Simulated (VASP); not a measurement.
**InF3: single point with LDA**

The system is InF3.

```
CELL_PARAMETERS angstrom
2.39840 1.38472 4.80200
-2.39840 1.38472 4.80200
0.00000 -2.76943 4.80200
ATOMIC_POSITIONS crystal
In 0.00000 0.00000 0.00000
In 0.50000 0.50000 0.50000
F 0.93590 0.56410 0.25000
F 0.25000 0.93590 0.56410
F 0.56410 0.25000 0.93590
F 0.06410 0.43590 0.75000
F 0.75000 0.06410 0.43590
F 0.43590 0.75000 0.06410
```

* Program: VASP 6.6.1
* Task: single point
* Functional: LDA
* Potentials or basis: VASP PAW LDA potentials, release 64 (In_d, F_h)
* Cutoff: 1350 eV
* k mesh: 6 × 6 × 6
* Occupations: gaussian, width 0.02 eV
* Spin: no spin polarisation

```
Pressure               : 7.8 GPa
Largest force          : 0.062 eV/Å
Band gap on the k mesh : 4.29 eV
```

Forces on the atoms (eV/Å):
```
In   0.000  0.000  0.000
In   0.000  0.000  0.000
F    0.062  0.000  0.000
F   -0.031  0.054  0.000
F   -0.031 -0.054  0.000
F   -0.062  0.000  0.000
F    0.031 -0.054  0.000
F    0.031  0.054  0.000
```

Stress tensor (GPa, compression positive):
```
7.74 0.00 0.00
0.00 7.74 0.00
0.00 0.00 7.85
```

Levels at points of the mesh, in eV from the valence-band top:
```tsv
k point	band 32	band 33	band 34	band 35	band 36	band 37
(0.00, 0.00, 0.00)	-0.28	0.00	0.00	4.29	9.93	10.35
(0.50, 0.00, 0.00)	-0.38	-0.31	-0.31	7.22	7.22	11.47
(0.50, 0.50, 0.00)	-0.31	-0.16	-0.09	7.22	8.60	9.84
(0.50, 0.50, 0.50)	-0.13	-0.13	-0.13	6.79	6.79	12.39
```

It took 11 min on 1 thread of Intel(R) Xeon(R) Platinum 8488C (Sapphire Rapids), with other jobs on the host, peak memory 0.77 GiB.

Caveat: the cell stands under pressure; spin-orbit coupling is left out, which moves the levels of the heavy elements. A k mesh can miss the band edges.
